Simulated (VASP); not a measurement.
# Ti (I4/mmm) in VASP: single point with PBE

Aim: the single point of Ti with PBE.

Program: VASP 6.6.1. These are calculated values, not measurements. Logs are shortened: lines on timing, memory, paths and dates and some standing lists are left out, and cuts for length are marked.

### Step 1. The cell of the first run

The structure is tetragonal, space group I4/mmm (No. 139). The conventional cell has a = 2.908 Å, b = 2.908 Å, c = 4.359 Å, α = 90.00°, β = 90.00°, γ = 90.00°. Ti (site symmetry 4/mmm) has 12 Ti at 2.91 to 3.00 Å within 3.8 Å.

### Step 2. Single point, PBE (strain along c alone, the other axes held: +6.0 %)

INCAR

```
  PREC = Accurate
  ENCUT = 520
  EDIFF = 1E-6
  ISMEAR = 0
  SIGMA = 0.1
  LREAL = F
  LASPH = T
  NELM = 100
  ALGO = Fast
  ISIF = 2
  LWAVE = F
  LCHARG = T
  GGA = PE
  LELF = T
  LVHAR = T
  NBANDS = 19
```

KPOINTS

```
Automatic mesh
0
Gamma
  18 18 12
```

POSCAR

```
Ti
1.0
    2.0560175230      2.0560175230      0.0000000000
   -2.0560175230      2.0560175230      0.0000000000
    0.0000000000      0.0000000000      4.3587571487
Ti
2
Direct
    0.0000000000      0.0000000000      0.0000000000
    0.5000000000      0.5000000000      0.5000000000
```

Potentials or basis: VASP PAW PBE potentials, release 64 (Ti_sv).

Started as:

```bash
$ cat potpaw_PBE.64/Ti_sv/POTCAR > POTCAR
$ mpirun -np 1 vasp_std > vasp.out
```

OUTCAR:

```text
PREC = Accurate
   ENCUT = 520
   EDIFF = 1E-6
   ISMEAR = 0
   LREAL = F
   LASPH = T
   NELM = 100
   ISIF = 2
   GGA = PE

 ion  position               nearest neighbor table
   1  0.000  0.000  0.000-
   2  0.500  0.500  0.500-

  LATTYP: Found a simple tetragonal cell.
 ALAT       =     2.9076478655
 C/A-ratio  =     1.4990663761

  Lattice vectors:

 A1 = (   2.0560175230,   2.0560175230,   0.0000000000)
 A2 = (  -2.0560175230,   2.0560175230,   0.0000000000)
 A3 = (   0.0000000000,   0.0000000000,   4.3587571487)

Analysis of symmetry for initial positions (statically):
=====================================================================
 Subroutine PRICEL returns following result:

  LATTYP: Found a body centered tetragonal cell.
 ALAT       =     2.9076478655
 C/A-ratio  =     1.4990663761

  Lattice vectors:

 A1 = (   2.0560175230,   0.0000000000,  -2.1793785743)
 A2 = (  -2.0560175230,   0.0000000000,  -2.1793785743)
 A3 = (   0.0000000000,   2.0560175230,   2.1793785743)

   2 primitive cells build up your supercell.

 Routine SETGRP: Setting up the symmetry group for a
 simple tetragonal supercell.

 Subroutine GETGRP returns: Found 16 space group operations
 (whereof 16 operations were pure point group operations)
 out of a pool of 16 trial point group operations.

The static configuration has the point symmetry D_4h.

Analysis of symmetry for dynamics (positions and initial velocities):
=====================================================================
 Subroutine PRICEL returns following result:

  LATTYP: Found a body centered tetragonal cell.
 ALAT       =     2.9076478655
 C/A-ratio  =     1.4990663761

  Lattice vectors:

 A1 = (   2.0560175230,   0.0000000000,  -2.1793785743)
 A2 = (  -2.0560175230,   0.0000000000,  -2.1793785743)
 A3 = (   0.0000000000,   2.0560175230,   2.1793785743)

   2 primitive cells build up your supercell.

 Routine SETGRP: Setting up the symmetry group for a
 simple tetragonal supercell.

 Subroutine GETGRP returns: Found 16 space group operations
 (whereof 16 operations were pure point group operations)
 out of a pool of 16 trial point group operations.

The dynamic configuration has the point symmetry D_4h.

 Subroutine INISYM returns: Found 16 space group operations
 (whereof 16 operations are pure point group operations),
 and found     2 'primitive' translations

----------------------------------------------------------------------------------------

                                     Primitive cell

  volume of cell :      18.4254

  direct lattice vectors                    reciprocal lattice vectors
     2.056017523  0.000000000 -2.179378574     0.243188589  0.243188589 -0.229423197
    -2.056017523  0.000000000 -2.179378574    -0.243188589  0.243188589 -0.229423197
     0.000000000  2.056017523  2.179378574     0.000000000  0.486377178  0.000000000

  length of vectors
     2.996147364  2.996147364  2.996147364     0.413420346  0.413420346  0.486377178

  position of ions in fractional coordinates (direct lattice)
     0.000000000  0.000000000  0.000000000

  ion indices of the primitive-cell ions
   primitive index   ion index
                 1           1

----------------------------------------------------------------------------------------

 KPOINTS: Automatic mesh

Automatic generation of k-mesh.
 Grid dimensions read from file:
 generate k-points for:   18   18   12

 Generating k-lattice:

  Cartesian coordinates                     Fractional coordinates (reciprocal lattice)
     0.013510477  0.013510477  0.000000000     0.055555556  0.000000000  0.000000000
    -0.013510477  0.013510477  0.000000000     0.000000000  0.055555556  0.000000000
     0.000000000  0.000000000  0.019118600     0.000000000  0.000000000  0.083333333

  Length of vectors
     0.019106700  0.019106700  0.019118600

  Shift w.r.t. Gamma in fractional coordinates (k-lattice)
     0.000000000  0.000000000  0.000000000

 Subroutine IBZKPT returns following result:
 ===========================================

 Found    385 irreducible k-points:

 Following reciprocal coordinates:
            Coordinates               Weight
  0.000000  0.000000  0.000000      1.000000
  0.055556  0.000000  0.000000      4.000000
  0.111111  0.000000  0.000000      4.000000
  0.166667  0.000000  0.000000      4.000000
  0.222222  0.000000  0.000000      4.000000
  0.277778  0.000000  0.000000      4.000000
[... 16 lines left out ...]
  0.277778  0.111111  0.000000      8.000000
  0.333333  0.111111  0.000000      8.000000
 [... further k-points ...]
   k-points           NKPTS =    385   k-points in BZ     NKDIM =    385   number of bands    NBANDS=     19
   number of dos      NEDOS =    301   number of ions     NIONS =      2
   total plane-waves  NPLWV =  18432
   dimension x,y,z NGX =    24 NGY =   24 NGZ =   32
   dimension x,y,z NGXF=    48 NGYF=   48 NGZF=   64
   ions per type =               2
   NGX,Y,Z   is equivalent  to a cutoff of  13.72, 13.72, 12.21 a.u.
   NGXF,Y,Z  is equivalent  to a cutoff of  27.44, 27.44, 24.41 a.u.
 SYSTEM =  unknown system
   PREC   = accura    normal or accurate (medium, high low for compatibility)
   ISTART =      0    job   : 0-new  1-cont  2-samecut
   ICHARG =      2    charge: 1-file 2-atom 10-const
   ISPIN  =      1    spin polarized calculation?
   LNONCOLLINEAR =      F non collinear calculations
   LSORBIT =      F    spin-orbit coupling
   LASPH  =      T    aspherical Exc in radial PAW
   ENCUT  =  520.0 eV  38.22 Ry    6.18 a.u.   5.41  5.41  8.10*2*pi/ulx,y,z
   NELM   =    100;   NELMIN=  2; NELMDL= -5     # of ELM steps
   EDIFF  = 0.1E-05   stopping-criterion for ELM
   LREAL  =      F    real-space projection
[... 7 lines left out ...]
   TEBEG  =    0.0;   TEEND  =   0.0 temperature during run
   PSTRESS=    0.0 pullay stress
   NELECT =      24.0000    total number of electrons
   NUPDOWN=      -1.0000    fix difference up-down
   EMIN   =  10.00;   EMAX   =-10.00  energy-range for DOS
   EFERMI =   0.00;   METHOD = LEGACY
   ISMEAR =     0;   SIGMA  =   0.10  broadening in eV -4-tet -1-fermi 0-gaus
   EFERMI_NEDOS =   21; number of points for ismear=-14 and -15
   IALGO  =     68    algorithm
   IMIX   =      4    mixing-type and parameters
     AMIX     =   0.40;   BMIX     =  1.00
     AMIX_MAG =   1.60;   BMIX_MAG =  1.00
  volume/ion in A,a.u.               =      18.43       124.34
  Fermi-wavevector in a.u.,A,eV,Ry     =   1.419046  2.681608 27.397938  2.013692
  Thomas-Fermi vector in A             =   2.540108
   LORBIT       =      0    0 simple, 1 ext, 2 COOP (PROOUT), +10 PAW based schemes
   GGA     = PE    functional components
   LHFCALC =     F    Hartree Fock is set to
   AEXX    =    0.0000 exact exchange contribution
   IVDW    =     0    specifies the selected vdW correction
   LEPSILON=     F    determine dielectric tensor
   LRPA    =     F    only Hartree local field effects (RPA)
 non-spin polarized calculation
 RMM-DIIS sequential band-by-band and
 Gauss-broadening in eV      SIGMA  =   0.10
  energy-cutoff  :      520.00
  volume of cell :       36.85
 maximum number of plane-waves:      1016
 NGX is ok and might be reduce to    24
   NGX = 11   NGY = 11   NGZ = 17

 number of electron      24.0000013 magnetization

 Free energy of the ion-electron system (eV)
  ---------------------------------------------------
  ext. energy  EPLUGINS =         0.00000000
  ---------------------------------------------------
  free energy    TOTEN  =       -15.51417597 eV

  energy without entropy =      -15.49387916  energy(sigma->0) =      -15.50402757

 E-fermi :   7.5962     XC(G=0): -11.2240

 val. band max:        7.5962028188   @ k =   0.1111   0.0556   0.3333
 cond. band min:       7.5973042386   @ k =   0.3333   0.0556   0.1667
 fundamental gap:      0.0011014199
 Fermi energy:         7.5962087951

 k-point     1 :       0.0000    0.0000    0.0000
  band No.  band energies     occupation
      1     -49.2126      2.00000
      2     -49.1012      2.00000
      3     -25.6389      2.00000
      4     -25.2888      2.00000
      5     -25.2888      2.00000
      6     -25.1399      2.00000
[... 11 lines left out ...]
     18      10.9440      0.00000
     19      11.1500      0.00000

 k-point     2 :       0.0556    0.0000    0.0000
  band No.  band energies     occupation
      1     -49.2106      2.00000
      2     -49.1008      2.00000
      3     -25.6341      2.00000
      4     -25.2984      2.00000
      5     -25.2867      2.00000
      6     -25.1426      2.00000
[... 11 lines left out ...]
     18      10.8829      0.00000
     19      11.3502      0.00000

 k-point     3 :       0.1111    0.0000    0.0000
  band No.  band energies     occupation
      1     -49.2046      2.00000
      2     -49.0998      2.00000
      3     -25.6197      2.00000
      4     -25.3257      2.00000
      5     -25.2805      2.00000
      6     -25.1754      2.00000
[... 11 lines left out ...]
     18      10.7157      0.00000
     19      11.0843      0.00000

 k-point     4 :       0.1667    0.0000    0.0000
  band No.  band energies     occupation
      1     -49.1952      2.00000
      2     -49.0986      2.00000
      3     -25.5966      2.00000
      4     -25.3670      2.00000
      5     -25.2706      2.00000
      6     -25.2291      2.00000
[... 407 lines left out ...]
     18      10.0662      0.00000
     19      11.0042      0.00000

 k-point    23 :       0.2778    0.1111    0.0000
  band No.  band energies     occupation
      1     -49.1626      2.00000
      2     -49.0950      2.00000
      3     -25.5147      2.00000
      4     -25.4659      2.00000
      5     -25.3729      2.00000
      6     -25.2741      2.00000
[... 11 lines left out ...]
     18      10.2350      0.00000
     19      10.8727      0.00000

 k-point    24 :       0.3333    0.1111    0.0000
  band No.  band energies     occupation
      1     -49.1486      2.00000
      2     -49.0959      2.00000
      3     -25.5118      2.00000
      4     -25.4752      2.00000
      5     -25.4397      2.00000
      6     -25.2581      2.00000
[... 11 lines left out ...]
     18      10.5491      0.00000
     19      10.7079      0.00000

 [... further k-points ...]

------------------------ aborting loop because EDIFF is reached ----------------------------------------

  FORCE on cell =-STRESS in cart. coord.  units (eV):
  Direction    XX          YY          ZZ          XY          YZ          ZX
  --------------------------------------------------------------------------------------
  -------------------------------------------------------------------------------------
  Total       -1.2025358     -1.2025358     -1.6663654      0.0000000      0.0000000      0.0000000
  in kB      -52.2832181    -52.2832181    -72.4493572      0.0000000      0.0000000      0.0000000
  external PRESSURE =     -59.0052645 kB  Pullay stress =       0.0000000 kB

 VOLUME and BASIS-vectors are now :
 -----------------------------------------------------------------------------
  energy-cutoff  :      520.00
  volume of cell :       36.85
      direct lattice vectors                 reciprocal lattice vectors
     2.056017523  2.056017523  0.000000000     0.243188589  0.243188589  0.000000000
    -2.056017523  2.056017523  0.000000000    -0.243188589  0.243188589  0.000000000
     0.000000000  0.000000000  4.358757149     0.000000000  0.000000000  0.229423197

 POSITION                                       TOTAL-FORCE (eV/Angst)
 -----------------------------------------------------------------------------------
      0.00000      0.00000      0.00000        -0.000000     -0.000000      0.000000
      0.00000      2.05602      2.17938         0.000000      0.000000     -0.000000
 -----------------------------------------------------------------------------------
    total drift:                               -0.000000      0.000000     -0.000000

  FREE ENERGIE OF THE ION-ELECTRON SYSTEM (eV)
  ---------------------------------------------------
  free  energy   TOTEN  =       -15.5141759708 eV

  energy  without entropy=      -15.4938791596  energy(sigma->0) =      -15.50402757
```

It took 3 min on 1 thread of Intel Xeon 6975P-C (Granite Rapids), shared host; peak memory 0.32 GiB.

What came out:

```yaml
Free_energy: -15.5142 eV
Pressure: -5.9 GPa
Band_gap_on_the_k_mesh: zero (band 12 reaches 8.31 eV, above the bottom of band 13 at 7.14 eV)
```

Stress tensor (GPa, compression positive):
```
-5.23  0.00  0.00
 0.00 -5.23  0.00
 0.00  0.00 -7.24
```

Caveat: the cell differs from its parent crystal (strain along c alone, the other axes held: +6.0 %).
